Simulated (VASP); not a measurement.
Wanted: the native input for a VASP 6.6.1 run.

```yaml
Task: single point
Functional: PBEsol
Potentials_or_basis: VASP PAW PBE potentials, release 64 (K_sv, H, Au)
Cutoff: 520 eV
k_mesh: 6 × 6 × 2
Occupations: fermi-dirac, width 0.03 eV
Spin: no spin polarisation
Dipole_correction: no
Further_INCAR_settings: ALGO = Normal; EDIFF = 1e-06; NBANDS = 25
```

The structure of K2H3Au lies in POSCAR:

```
K2H3Au
1.0
    3.5289137950     -2.0964699986      0.8354617761
    3.5289137950      2.0964699986      0.8354617761
    2.7811618203      0.0000000000      9.2314394924
K H Au
2 3 1
Direct
    0.5417453550      0.5417453550      0.3552976532
    0.4582610427      0.4582610427      0.9796275445
    0.1310912973      0.1310912973      0.4711538134
    0.8689580065      0.8689580065      0.8637546556
    1.0000264412      1.0000264412      0.1674505249
   -0.0000811427     -0.0000811427      0.6674348084
```

One way to write it, as run:

INCAR

```
PREC     = Accurate       # precision mode
ENCUT    = 520            # plane-wave cutoff, eV
EDIFF    = 1E-6           # SCF threshold, eV
ISMEAR   = -1             # smearing method
SIGMA    = 0.03           # smearing width, eV
LREAL    = False          # projectors in reciprocal space
LASPH    = True           # aspherical terms in the spheres
NELM     = 100            # most SCF steps
ALGO     = Normal         # electronic algorithm
ISIF     = 2              # what is computed and relaxed
LWAVE    = False          # write WAVECAR
LCHARG   = False          # write CHGCAR
GGA      = PS             # functional
NBANDS   = 25             # bands
```

KPOINTS

```
regular mesh
0
Gamma
  6 6 2
```

Potentials or basis: VASP PAW PBE potentials, release 64 (K_sv, H, Au).

Command:

```bash
$ cat potpaw_PBE.64/K_sv/POTCAR potpaw_PBE.64/H/POTCAR potpaw_PBE.64/Au/POTCAR > POTCAR
$ mpirun -np 1 vasp_std > vasp.out
```

Results of the run:

```json
{
 "Pressure": "0.0 GPa",
 "Largest force": "0.007 eV/Å",
 "Band gap on the k mesh": "2.13 eV (least direct gap 2.22 eV)"
}
```

Caveat: the PAW data sets were made with another functional, which shifts forces and pressure a little; spin-orbit coupling is left out, which moves the levels of the heavy elements.

It took 3.1 min on 1 thread of Oxide Virtual Turin-like Processor, on a shared host, peak memory 0.26 GiB.
